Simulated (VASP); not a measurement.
# Mg3ZnTe4 (P-4m2) in VASP: notebook

The runs below take Mg3ZnTe4 through single point, with PBE.

All numbers are computed with VASP 6.6.1; they aren't measurements. Logs are shortened: lines on timing, memory, paths and dates and some standing lists are left out, and cuts for length are marked.

### Step 1. The cell of the first run

Symmetry: P-4m2, No. 115, tetragonal system. The conventional cell has a = 4.533 Å, b = 4.533 Å, c = 12.924 Å, α = 90.00°, β = 90.00°, γ = 90.00°. Mg (site symmetry 2mm) has 4 Te at 2.81 Å within 3.7 Å. Mg (site symmetry -4m2) has 4 Te at 2.81 Å within 3.7 Å. Within 3.6 Å of Zn (site symmetry -4m2) lie 4 Te at 2.71 Å. Te (site symmetry 2mm) has 4 Mg at 2.81 Å within 3.7 Å. Te (site symmetry 2mm) has 2 Zn at 2.71 Å and 2 Mg at 2.81 Å within 3.6 Å.

### Step 2. Single point, PBE

The input, INCAR:

```
PREC = Accurate
ENCUT = 520
EDIFF = 1E-6
ISMEAR = 0
SIGMA = 0.1
LREAL = F
LASPH = T
NELM = 60
ALGO = Normal
ISIF = 2
LWAVE = F
LCHARG = F
GGA = PE
NBANDS = 31
```

The input, KPOINTS:

```
Automatic mesh
0
Gamma
  4 4 2
```

The input, POSCAR:

```
Mg3ZnTe4
1.0
    4.5331767000      0.0000000000      0.0000000000
    0.0000000000      4.5331767000      0.0000000000
    0.0000000000      0.0000000000     12.9236883000
Mg Zn Te
3 1 4
Direct
    0.0000000000      0.0000000000      0.7566260000
    0.5000000000      0.5000000000      0.5000000000
    0.0000000000      0.0000000000      0.2433740000
    0.5000000000      0.5000000000      0.0000000000
    0.5000000000      0.0000000000      0.6283440000
    0.0000000000      0.5000000000      0.3716560000
    0.5000000000      0.0000000000      0.1148640000
    0.0000000000      0.5000000000      0.8851360000
```

Potentials or basis: VASP PAW PBE potentials, release 64 (Mg, Zn, Te).

Started as:

```console
$ cat potpaw_PBE.64/Mg/POTCAR potpaw_PBE.64/Zn/POTCAR potpaw_PBE.64/Te/POTCAR > POTCAR
$ mpirun -np 1 vasp_std > vasp.out
```

OUTCAR:

```text
PREC = Accurate
   ENCUT = 520
   EDIFF = 1E-6
   ISMEAR = 0
   LREAL = F
   LASPH = T
   NELM = 60
   ISIF = 2
   GGA = PE

 ion  position               nearest neighbor table
   1  0.000  0.000  0.757-   5 2.81   5 2.81   8 2.81   8 2.81
   2  0.500  0.500  0.500-   5 2.81   6 2.81   5 2.81   6 2.81
   3  0.000  0.000  0.243-   6 2.81   6 2.81   7 2.81   7 2.81
   4  0.500  0.500  0.000-   7 2.71   8 2.71   7 2.71   8 2.71
   5  0.500  0.000  0.628-   1 2.81   1 2.81   2 2.81   2 2.81
   6  0.000  0.500  0.372-   3 2.81   3 2.81   2 2.81   2 2.81
   7  0.500  0.000  0.115-   4 2.71   4 2.71   3 2.81   3 2.81
   8  0.000  0.500  0.885-   4 2.71   4 2.71   1 2.81   1 2.81

  LATTYP: Found a simple tetragonal cell.
 ALAT       =     4.5331767000
 C/A-ratio  =     2.8509120988

  Lattice vectors:

 A1 = (   4.5331767000,   0.0000000000,   0.0000000000)
 A2 = (   0.0000000000,   4.5331767000,   0.0000000000)
 A3 = (   0.0000000000,   0.0000000000,  12.9236883000)

Analysis of symmetry for initial positions (statically):
=====================================================================
 Subroutine PRICEL returns:
 Original cell was already a primitive cell.

 Routine SETGRP: Setting up the symmetry group for a
 simple tetragonal supercell.

 Subroutine GETGRP returns: Found  8 space group operations
 (whereof  8 operations were pure point group operations)
 out of a pool of 16 trial point group operations.

The static configuration has the point symmetry D_2d.

Analysis of symmetry for dynamics (positions and initial velocities):
=====================================================================
 Subroutine PRICEL returns:
 Original cell was already a primitive cell.

 Routine SETGRP: Setting up the symmetry group for a
 simple tetragonal supercell.

 Subroutine GETGRP returns: Found  8 space group operations
 (whereof  8 operations were pure point group operations)
 out of a pool of 16 trial point group operations.

The dynamic configuration has the point symmetry D_2d.

 Subroutine INISYM returns: Found  8 space group operations
 (whereof  8 operations are pure point group operations),
 and found     1 'primitive' translations

----------------------------------------------------------------------------------------

                                     Primitive cell
[... 93 lines left out ...]
   NSW    =      0    number of steps for IOM
   IBRION =     -1    ionic relax: 0-MD 1-quasi-New 2-CG
   NFREE  =      0    steps in history (QN), initial steepest desc. (CG)
   ISIF   =      2    stress and relaxation
   ISYM   =      2    0-nonsym 1-usesym 2-fastsym
   POTIM  = 0.5000    time-step for ionic-motion
   TEBEG  =    0.0;   TEEND  =   0.0 temperature during run
   PSTRESS=    0.0 pullay stress
   NELECT =      42.0000    total number of electrons
   NUPDOWN=      -1.0000    fix difference up-down
   EMIN   =  10.00;   EMAX   =-10.00  energy-range for DOS
   EFERMI =   0.00;   METHOD = LEGACY
   ISMEAR =     0;   SIGMA  =   0.10  broadening in eV -4-tet -1-fermi 0-gaus
   EFERMI_NEDOS =   21; number of points for ismear=-14 and -15
   IALGO  =     38    algorithm
   IMIX   =      4    mixing-type and parameters
     AMIX     =   0.40;   BMIX     =  1.00
     AMIX_MAG =   1.60;   BMIX_MAG =  1.00
  volume/ion in A,a.u.               =      33.20       224.03
  Fermi-wavevector in a.u.,A,eV,Ry     =   0.885307  1.672988 10.663823  0.783769
  Thomas-Fermi vector in A             =   2.006323
   LORBIT       =      0    0 simple, 1 ext, 2 COOP (PROOUT), +10 PAW based schemes
   GGA     = PE    functional components
   LHFCALC =     F    Hartree Fock is set to
   AEXX    =    0.0000 exact exchange contribution
   IVDW    =     0    specifies the selected vdW correction
   LEPSILON=     F    determine dielectric tensor
   LRPA    =     F    only Hartree local field effects (RPA)
 non-spin polarized calculation
 Gauss-broadening in eV      SIGMA  =   0.10
  energy-cutoff  :      520.00
  volume of cell :      265.58
 maximum number of plane-waves:      7189
 NGX is ok and might be reduce to    36
   NGX = 17   NGY = 17   NGZ = 49

 number of electron      42.0000018 magnetization

 Free energy of the ion-electron system (eV)
  ---------------------------------------------------
  ext. energy  EPLUGINS =         0.00000000
  ---------------------------------------------------
  free energy    TOTEN  =       -24.26822992 eV

  energy without entropy =      -24.26822992  energy(sigma->0) =      -24.26822992

 E-fermi :   2.5070     XC(G=0):  -7.9930

 val. band max:        2.0188381309   @ k =   0.0000   0.0000   0.0000
 cond. band min:       3.8274656507   @ k =   0.0000   0.0000   0.0000
 fundamental gap:      1.8086275198
 Fermi energy:         2.5069852154

 k-point     1 :       0.0000    0.0000    0.0000
  band No.  band energies     occupation
      1      -8.5147      2.00000
      2      -8.0820      2.00000
      3      -8.0272      2.00000
      4      -7.6267      2.00000
      5      -4.2065      2.00000
      6      -4.2065      2.00000
[... 397 lines left out ...]
     30       9.5206      0.00000
     31       9.5206      0.00000

------------------------ aborting loop because EDIFF is reached ----------------------------------------

  FORCE on cell =-STRESS in cart. coord.  units (eV):
  Direction    XX          YY          ZZ          XY          YZ          ZX
  --------------------------------------------------------------------------------------
  -------------------------------------------------------------------------------------
  Total        0.2122216      0.2122216     -0.1192219      0.0000000      0.0000000      0.0000000
  in kB        1.2802903      1.2802903     -0.7192416      0.0000000      0.0000000      0.0000000
  external PRESSURE =       0.6137796 kB  Pullay stress =       0.0000000 kB

 VOLUME and BASIS-vectors are now :
 -----------------------------------------------------------------------------
  energy-cutoff  :      520.00
  volume of cell :      265.58
      direct lattice vectors                 reciprocal lattice vectors
     4.533176700  0.000000000  0.000000000     0.220595857  0.000000000  0.000000000
     0.000000000  4.533176700  0.000000000     0.000000000  0.220595857  0.000000000
     0.000000000  0.000000000 12.923688300     0.000000000  0.000000000  0.077377292

 POSITION                                       TOTAL-FORCE (eV/Angst)
 -----------------------------------------------------------------------------------
      0.00000      0.00000      9.77840         0.000000     -0.000000      0.002088
      2.26659      2.26659      6.46184         0.000000     -0.000000      0.000000
      0.00000      0.00000      3.14529         0.000000     -0.000000     -0.002088
      2.26659      2.26659      0.00000         0.000000      0.000000      0.000000
      2.26659      0.00000      8.12052         0.000000     -0.000000     -0.000266
      0.00000      2.26659      4.80317         0.000000     -0.000000      0.000266
      2.26659      0.00000      1.48447         0.000000     -0.000000      0.015307
      0.00000      2.26659     11.43922         0.000000     -0.000000     -0.015307
 -----------------------------------------------------------------------------------
    total drift:                                0.000000      0.000000     -0.000000

  FREE ENERGIE OF THE ION-ELECTRON SYSTEM (eV)
  ---------------------------------------------------
  free  energy   TOTEN  =       -24.2682299189 eV

  energy  without entropy=      -24.2682299189  energy(sigma->0) =      -24.26822992
```

OSZICAR:

```text
N       E                     dE             d eps       ncg     rms          rms(c)
DAV:   1     0.202546716713E+03    0.20255E+03   -0.15410E+04   744   0.112E+03
DAV:   2    -0.656569197706E+01   -0.20911E+03   -0.20053E+03   915   0.213E+02
DAV:   3    -0.246219289474E+02   -0.18056E+02   -0.17982E+02   915   0.648E+01
DAV:   4    -0.250478111581E+02   -0.42588E+00   -0.42573E+00   910   0.106E+01
DAV:   5    -0.250631888949E+02   -0.15378E-01   -0.15377E-01  1005   0.182E+00    0.627E+00
DAV:   6    -0.243320478085E+02    0.73114E+00   -0.14417E+00   997   0.151E+01    0.457E+00
DAV:   7    -0.242540524604E+02    0.77995E-01   -0.83675E-01   901   0.411E+00    0.200E+00
DAV:   8    -0.242671526168E+02   -0.13100E-01   -0.23689E-02   871   0.698E-01    0.903E-01
DAV:   9    -0.242675312333E+02   -0.37862E-03   -0.10980E-02   856   0.454E-01    0.215E-01
DAV:  10    -0.242678519170E+02   -0.32068E-03   -0.89597E-04   903   0.168E-01    0.742E-02
DAV:  11    -0.242681650431E+02   -0.31313E-03   -0.35550E-04   870   0.116E-01    0.209E-02
DAV:  12    -0.242682210645E+02   -0.56021E-04   -0.62783E-05   925   0.472E-02    0.124E-02
DAV:  13    -0.242682290400E+02   -0.79755E-05   -0.12613E-05   877   0.146E-02    0.259E-03
DAV:  14    -0.242682299189E+02   -0.87894E-06   -0.11943E-06   788   0.461E-03
   1 F= -.24268230E+02 E0= -.24268230E+02  d E =-.162648E-12
```

Run time: 57 s. Hardware: 1 thread of Intel Xeon 6975P-C (Granite Rapids), shared host; peak memory 0.39 GiB.

What came out:

* Free energy: -24.2682 eV
* Pressure: 0.1 GPa
* Largest force: 0.015 eV/Å
* Band gap on the k mesh: 1.81 eV

Forces in eV/Å, atoms in the order of the input:
```
Mg   0.000  0.000  0.002
Mg   0.000  0.000  0.000
Mg   0.000  0.000 -0.002
Zn   0.000  0.000  0.000
Te   0.000  0.000  0.000
Te   0.000  0.000  0.000
Te   0.000  0.000  0.015
Te   0.000  0.000 -0.015
```

Caveat: spin-orbit coupling is left out, which moves the levels of the heavy elements.

(Continued in part 2 of 2.)
